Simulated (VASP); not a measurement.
# Ti in VASP: further runs

The runs below take Ti through electric field gradients, with PBEsol.

Program: VASP 6.6.1. These are calculated values, not measurements. Logs are shortened: lines on timing, memory, paths and dates and some standing lists are left out, and cuts for length are marked.

### Step 1. The cell of the first run

It takes space group Im-3m (No. 229, cubic). The conventional cell has a = 3.304 Å, b = 3.304 Å, c = 3.304 Å, α = 90.00°, β = 90.00°, γ = 90.00°. Within 3.8 Å of Ti (site symmetry m-3m) lie 14 Ti at 2.86 to 3.30 Å.

### Step 2. Electric field gradients, PBEsol (volume scaled by 1.02)

The input, INCAR:

```
SYSTEM = Ti
ALGO = Normal ; EDIFF = 1E-8
ENCUT = 520 ; GGA = PS
ISIF = 2 ; ISMEAR = -1
LASPH = .True. ; LCHARG = .False.
LEFG = .True. ; LREAL = .False.
LWAVE = .False. ; NBANDS = 12
NELM = 60 ; PREC = Accurate
SIGMA = 0.08
```

The input, KPOINTS:

```
k-points
0
Gamma
  17 17 17
  0 0 0
```

The input, POSCAR:

```
Ti
1.0
   -1.6518678664      1.6518678664      1.6518678664
    1.6518678664     -1.6518678664      1.6518678664
    1.6518678664      1.6518678664     -1.6518678664
Ti
1
Direct
    0.0000000000      0.0000000000      0.0000000000
```

Potentials or basis: VASP PAW PBE potentials, release 64 (Ti_sv).

Started as:

```bash
cat potpaw_PBE.64/Ti_sv/POTCAR > POTCAR
mpirun -np 1 vasp_std > vasp.out
```

OUTCAR:

```text
SYSTEM = Ti
   EDIFF = 1E-8
   ENCUT = 520
   GGA = PS
   ISIF = 2
   ISMEAR = -1
   LASPH = .True.
   LREAL = .False.
   NELM = 60
   PREC = Accurate

 ion  position               nearest neighbor table
   1  0.000  0.000  0.000-

  LATTYP: Found a body centered cubic cell.
 ALAT       =     3.3037357328

  Lattice vectors:

 A1 = (  -1.6518678664,   1.6518678664,   1.6518678664)
 A2 = (   1.6518678664,  -1.6518678664,   1.6518678664)
 A3 = (   1.6518678664,   1.6518678664,  -1.6518678664)

Analysis of symmetry for initial positions (statically):
=====================================================================
 Subroutine PRICEL returns:
 Original cell was already a primitive cell.

 Routine SETGRP: Setting up the symmetry group for a
 body centered cubic supercell.

 Subroutine GETGRP returns: Found 48 space group operations
 (whereof 48 operations were pure point group operations)
 out of a pool of 48 trial point group operations.

The static configuration has the point symmetry O_h .

Analysis of symmetry for dynamics (positions and initial velocities):
=====================================================================
 Subroutine PRICEL returns:
 Original cell was already a primitive cell.

 Routine SETGRP: Setting up the symmetry group for a
 body centered cubic supercell.

 Subroutine GETGRP returns: Found 48 space group operations
 (whereof 48 operations were pure point group operations)
 out of a pool of 48 trial point group operations.

The dynamic configuration has the point symmetry O_h .

 Subroutine INISYM returns: Found 48 space group operations
 (whereof 48 operations are pure point group operations),
 and found     1 'primitive' translations

----------------------------------------------------------------------------------------

                                     Primitive cell

  volume of cell :      18.0296

  direct lattice vectors                    reciprocal lattice vectors
    -1.651867866  1.651867866  1.651867866     0.000000000  0.302687648  0.302687648
     1.651867866 -1.651867866  1.651867866     0.302687648  0.000000000  0.302687648
     1.651867866  1.651867866 -1.651867866     0.302687648  0.302687648  0.000000000

  length of vectors
     2.861119072  2.861119072  2.861119072     0.428064978  0.428064978  0.428064978

[... 122 lines left out ...]
  free energy    TOTEN  =        -8.21739521 eV

  energy without entropy =       -8.16559349  energy(sigma->0) =       -8.19149435

 E-fermi :   7.5772     XC(G=0): -11.4548

 val. band max:        7.5753535321   @ k =   0.1176   0.1176   0.1176
 cond. band min:       7.5780959856   @ k =  -0.4706   0.4706   0.1176
 fundamental gap:      0.0027424535
 Fermi energy:         7.5772273308

 k-point     1 :       0.0000    0.0000    0.0000
  band No.  band energies     occupation
      1     -48.7946      2.00000
      2     -24.7861      2.00000
      3     -24.7861      2.00000
      4     -24.7861      2.00000
      5       1.7074      2.00000
      6       8.5270      0.00001
      7       8.5270      0.00001
      8       8.5270      0.00001
      9      10.2186      0.00000
     10      10.2186      0.00000
     11      24.7327      0.00000
     12      24.7327      0.00000
[... 331 lines left out ...]
 k-point    24 :       0.1765    0.1765    0.0000
  band No.  band energies     occupation
      1     -48.7169      2.00000
      2     -25.1705      2.00000
      3     -24.9117      2.00000
      4     -24.8251      2.00000
      5       4.3174      2.00000
      6       7.5665      1.06719
      7       7.7395      0.23259
      8       9.7909      0.00000
      9      10.4762      0.00000
     10      10.6514      0.00000
     11      20.6564      0.00000
     12      20.8996      0.00000

 [... further k-points ...]

------------------------ aborting loop because EDIFF is reached ----------------------------------------

  FORCE on cell =-STRESS in cart. coord.  units (eV):
  Direction    XX          YY          ZZ          XY          YZ          ZX
  --------------------------------------------------------------------------------------
  -------------------------------------------------------------------------------------
  Total       -0.9419236     -0.9419236     -0.9419236      0.0000000      0.0000000      0.0000000
  in kB      -83.7028746    -83.7028746    -83.7028746      0.0000000      0.0000000      0.0000000
  external PRESSURE =     -83.7028746 kB  Pullay stress =       0.0000000 kB

 VOLUME and BASIS-vectors are now :
 -----------------------------------------------------------------------------
  energy-cutoff  :      520.00
  volume of cell :       18.03
      direct lattice vectors                 reciprocal lattice vectors
    -1.651867866  1.651867866  1.651867866     0.000000000  0.302687648  0.302687648
     1.651867866 -1.651867866  1.651867866     0.302687648  0.000000000  0.302687648
     1.651867866  1.651867866 -1.651867866     0.302687648  0.302687648  0.000000000

 POSITION                                       TOTAL-FORCE (eV/Angst)
 -----------------------------------------------------------------------------------
      0.00000      0.00000      0.00000         0.000000      0.000000      0.000000
 -----------------------------------------------------------------------------------
    total drift:                               -0.000000      0.000000      0.000000

  FREE ENERGIE OF THE ION-ELECTRON SYSTEM (eV)
  ---------------------------------------------------
  free  energy   TOTEN  =        -8.2173952128 eV

  energy  without entropy=       -8.1655934932  energy(sigma->0) =       -8.19149435

 Electric field gradients (V/A^2)
---------------------------------------------------------------------
 ion       V_xx      V_yy      V_zz      V_xy      V_xz      V_yz
---------------------------------------------------------------------
   1      -0.000     0.000    -0.000     0.001     0.001     0.001
---------------------------------------------------------------------

 Electric field gradients after diagonalization (V/A^2)
 (convention: |V_zz| > |V_xx| > |V_yy|)
----------------------------------------------------------------------
 ion       V_xx      V_yy      V_zz     asymmetry (V_yy - V_xx)/ V_zz
----------------------------------------------------------------------
   1      -0.001    -0.001     0.002       0.000
----------------------------------------------------------------------

           NMR quadrupolar parameters

 Cq : quadrupolar parameter    Cq=e*Q*V_zz/h
 eta: asymmetry parameters     (V_yy - V_xx)/ V_zz
 Q  : nuclear electric quadrupole moment in mb (millibarn)
----------------------------------------------------------------------
 ion       Cq(MHz)       eta       Q (mb)
----------------------------------------------------------------------
   1       0.000       0.000       1.000
----------------------------------------------------------------------
```

stdout:

```text
POSCAR found type information on POSCAR Ti
 POSCAR found :  1 types and       1 ions
 scaLAPACK will be used
 -----------------------------------------------------------------------------
|                                                                             |
|                                                                             |
|     You enforced a specific xc type in the INCAR file but a different       |
|     I HOPE YOU KNOW WHAT YOU ARE DOING!                                     |
|                                                                             |
 -----------------------------------------------------------------------------

 LDA part: xc-table for (Slater+PW92), standard interpolation
 POSCAR, INCAR and KPOINTS ok, starting setup
 FFT: planning ... GRIDC
 FFT: planning ... GRID_SOFT
 FFT: planning ... GRID
 WAVECAR not read
 entering main loop
ion   1
```

Wall time 42 s (1 thread of AMD EPYC 7R43 (Zen 3), shared host); peak memory 0.12 GiB.

What came out:

```yaml
Free_energy: -8.2174 eV
Pressure: -8.4 GPa
Band_gap_on_the_k_mesh: zero (band 6 reaches 8.53 eV, above the bottom of band 7 at 6.96 eV)
```

Caveat: without QUAD_EFG the Cq values of the log hold for a quadrupole moment of 1 mb, not for the nuclei; the PAW data sets were made with another functional, which shifts forces and pressure a little.

### Step 3. Electric field gradients, PBEsol (volume scaled by 1.04)

The input, INCAR:

```
PREC     = Accurate       # precision mode
ENCUT    = 520            # plane-wave cutoff, eV
EDIFF    = 1E-8           # SCF threshold, eV
ISMEAR   = -1             # smearing method
SIGMA    = 0.08           # smearing width, eV
LREAL    = F              # projectors in reciprocal space
LASPH    = T              # aspherical terms in the spheres
NELM     = 80             # most SCF steps
ALGO     = Normal         # electronic algorithm
ISIF     = 2              # what is computed and relaxed
LWAVE    = F              # write WAVECAR
LCHARG   = F              # write CHGCAR
GGA      = PS             # functional
LEFG     = T            
NBANDS   = 12             # bands
```

The input, KPOINTS:

```
regular mesh
0
Gamma
  17 17 17
```

The input, POSCAR:

```
Ti
1.0
   -1.6625945817      1.6625945817      1.6625945817
    1.6625945817     -1.6625945817      1.6625945817
    1.6625945817      1.6625945817     -1.6625945817
Ti
1
Direct
    0.0000000000      0.0000000000      0.0000000000
```

Potentials or basis: VASP PAW PBE potentials, release 64 (Ti_sv).

Started as:

```bash
cat potpaw_PBE.64/Ti_sv/POTCAR > POTCAR
mpirun -np 1 vasp_std > vasp.out
```

OUTCAR:

```text
PREC = Accurate
   ENCUT = 520
   EDIFF = 1E-8
   ISMEAR = -1
   LREAL = F
   LASPH = T
   NELM = 80
   ISIF = 2
   GGA = PS

 ion  position               nearest neighbor table
   1  0.000  0.000  0.000-

  LATTYP: Found a body centered cubic cell.
 ALAT       =     3.3251891634

  Lattice vectors:

 A1 = (  -1.6625945817,   1.6625945817,   1.6625945817)
 A2 = (   1.6625945817,  -1.6625945817,   1.6625945817)
 A3 = (   1.6625945817,   1.6625945817,  -1.6625945817)

Analysis of symmetry for initial positions (statically):
=====================================================================
 Subroutine PRICEL returns:
 Original cell was already a primitive cell.

 Routine SETGRP: Setting up the symmetry group for a
 body centered cubic supercell.

 Subroutine GETGRP returns: Found 48 space group operations
 (whereof 48 operations were pure point group operations)
 out of a pool of 48 trial point group operations.

The static configuration has the point symmetry O_h .

Analysis of symmetry for dynamics (positions and initial velocities):
=====================================================================
 Subroutine PRICEL returns:
 Original cell was already a primitive cell.

 Routine SETGRP: Setting up the symmetry group for a
 body centered cubic supercell.

 Subroutine GETGRP returns: Found 48 space group operations
 (whereof 48 operations were pure point group operations)
 out of a pool of 48 trial point group operations.

The dynamic configuration has the point symmetry O_h .

 Subroutine INISYM returns: Found 48 space group operations
 (whereof 48 operations are pure point group operations),
 and found     1 'primitive' translations

----------------------------------------------------------------------------------------

                                     Primitive cell

  volume of cell :      18.3831

  direct lattice vectors                    reciprocal lattice vectors
    -1.662594582  1.662594582  1.662594582     0.000000000  0.300734771  0.300734771
     1.662594582 -1.662594582  1.662594582     0.300734771  0.000000000  0.300734771
     1.662594582  1.662594582 -1.662594582     0.300734771  0.300734771  0.000000000

  length of vectors
     2.879698288  2.879698288  2.879698288     0.425303191  0.425303191  0.425303191

  position of ions in fractional coordinates (direct lattice)
     0.000000000  0.000000000  0.000000000

  ion indices of the primitive-cell ions
   primitive index   ion index
                 1           1

----------------------------------------------------------------------------------------

 KPOINTS: regular mesh

Automatic generation of k-mesh.
 Grid dimensions read from file:
 generate k-points for:   17   17   17

 Generating k-lattice:

  Cartesian coordinates                     Fractional coordinates (reciprocal lattice)
[... 65 lines left out ...]
   NFREE  =      0    steps in history (QN), initial steepest desc. (CG)
   ISIF   =      2    stress and relaxation
   ISYM   =      2    0-nonsym 1-usesym 2-fastsym
   POTIM  = 0.5000    time-step for ionic-motion
   TEBEG  =    0.0;   TEEND  =   0.0 temperature during run
   PSTRESS=    0.0 pullay stress
   NELECT =      12.0000    total number of electrons
   NUPDOWN=      -1.0000    fix difference up-down
   EMIN   =  10.00;   EMAX   =-10.00  energy-range for DOS
   EFERMI =   0.00;   METHOD = LEGACY
   ISMEAR =    -1;   SIGMA  =   0.08  broadening in eV -4-tet -1-fermi 0-gaus
   EFERMI_NEDOS =   21; number of points for ismear=-14 and -15
   IALGO  =     38    algorithm
   IMIX   =      4    mixing-type and parameters
     AMIX     =   0.40;   BMIX     =  1.00
     AMIX_MAG =   1.60;   BMIX_MAG =  1.00
  volume/ion in A,a.u.               =      18.38       124.06
  Fermi-wavevector in a.u.,A,eV,Ry     =   1.420133  2.683661 27.439910  2.016777
  Thomas-Fermi vector in A             =   2.541080
   LORBIT       =      0    0 simple, 1 ext, 2 COOP (PROOUT), +10 PAW based schemes
   GGA     = PS    functional components
   LHFCALC =     F    Hartree Fock is set to
   AEXX    =    0.0000 exact exchange contribution
   IVDW    =     0    specifies the selected vdW correction
   LEPSILON=     F    determine dielectric tensor
   LRPA    =     F    only Hartree local field effects (RPA)
 non-spin polarized calculation
  energy-cutoff  :      520.00
  volume of cell :       18.38
 maximum number of plane-waves:       531
 NGX is ok and might be reduce to    24
   NGX = 11   NGY = 11   NGZ = 11

 number of electron      12.0000004 magnetization

 Free energy of the ion-electron system (eV)
  ---------------------------------------------------
  ext. energy  EPLUGINS =         0.00000000
  ---------------------------------------------------
  free energy    TOTEN  =        -8.19733669 eV

  energy without entropy =       -8.14409470  energy(sigma->0) =       -8.17071570

 E-fermi :   7.3849     XC(G=0): -11.3637

 val. band max:        7.3834532018   @ k =   0.2941   0.1176   0.0588
 cond. band min:       7.3863685892   @ k =  -0.3529  -0.4706   0.0588
 fundamental gap:      0.0029153875
 Fermi energy:         7.3848773516

 k-point     1 :       0.0000    0.0000    0.0000
  band No.  band energies     occupation
      1     -49.0272      2.00000
      2     -25.0383      2.00000
      3     -25.0383      2.00000
      4     -25.0383      2.00000
      5       1.5592      2.00000
      6       8.3161      0.00002
      7       8.3161      0.00002
      8       8.3161      0.00002
      9       9.9669      0.00000
     10       9.9669      0.00000
     11      24.4031      0.00000
     12      24.4031      0.00000
[... 331 lines left out ...]
 k-point    24 :       0.1765    0.1765    0.0000
  band No.  band energies     occupation
      1     -48.9554      2.00000
      2     -25.3986      2.00000
      3     -25.1561      2.00000
      4     -25.0746      2.00000
      5       4.1351      2.00000
      6       7.3812      1.02298
      7       7.5480      0.23027
      8       9.5508      0.00000
      9      10.2146      0.00000
     10      10.3841      0.00000
     11      20.2598      0.00000
     12      20.4928      0.00000

 [... further k-points ...]
[... 5 lines left out ...]
  --------------------------------------------------------------------------------------
  -------------------------------------------------------------------------------------
  Total       -1.1366745     -1.1366745     -1.1366745      0.0000000     -0.0000000      0.0000000
  in kB      -99.0666832    -99.0666832    -99.0666832      0.0000000     -0.0000000      0.0000000
  external PRESSURE =     -99.0666832 kB  Pullay stress =       0.0000000 kB

 VOLUME and BASIS-vectors are now :
 -----------------------------------------------------------------------------
  energy-cutoff  :      520.00
  volume of cell :       18.38
      direct lattice vectors                 reciprocal lattice vectors
    -1.662594582  1.662594582  1.662594582     0.000000000  0.300734771  0.300734771
     1.662594582 -1.662594582  1.662594582     0.300734771  0.000000000  0.300734771
     1.662594582  1.662594582 -1.662594582     0.300734771  0.300734771  0.000000000

 POSITION                                       TOTAL-FORCE (eV/Angst)
 -----------------------------------------------------------------------------------
      0.00000      0.00000      0.00000         0.000000      0.000000     -0.000000
 -----------------------------------------------------------------------------------
    total drift:                               -0.000000      0.000000      0.000000

  FREE ENERGIE OF THE ION-ELECTRON SYSTEM (eV)
  ---------------------------------------------------
  free  energy   TOTEN  =        -8.1973366898 eV

  energy  without entropy=       -8.1440947019  energy(sigma->0) =       -8.17071570

 Electric field gradients (V/A^2)
---------------------------------------------------------------------
 ion       V_xx      V_yy      V_zz      V_xy      V_xz      V_yz
---------------------------------------------------------------------
   1      -0.000    -0.000    -0.000     0.001     0.001     0.001
---------------------------------------------------------------------

 Electric field gradients after diagonalization (V/A^2)
 (convention: |V_zz| > |V_xx| > |V_yy|)
----------------------------------------------------------------------
 ion       V_xx      V_yy      V_zz     asymmetry (V_yy - V_xx)/ V_zz
----------------------------------------------------------------------
   1      -0.001    -0.001     0.002       0.000
----------------------------------------------------------------------

           NMR quadrupolar parameters

 Cq : quadrupolar parameter    Cq=e*Q*V_zz/h
 eta: asymmetry parameters     (V_yy - V_xx)/ V_zz
 Q  : nuclear electric quadrupole moment in mb (millibarn)
----------------------------------------------------------------------
 ion       Cq(MHz)       eta       Q (mb)
----------------------------------------------------------------------
   1       0.000       0.000       1.000
----------------------------------------------------------------------
```

Wall time 42 s (1 thread of AMD EPYC 7R43 (Zen 3), shared host); peak memory 0.12 GiB.

What came out:

```
Free energy            : -8.1973 eV
Pressure               : -9.9 GPa
Band gap on the k mesh : zero (band 6 reaches 8.32 eV, above the bottom of band 7 at 6.77 eV)
```

Caveat: without QUAD_EFG the Cq values of the log hold for a quadrupole moment of 1 mb, not for the nuclei; the PAW data sets were made with another functional, which shifts forces and pressure a little.

[end of part 1 of 2]
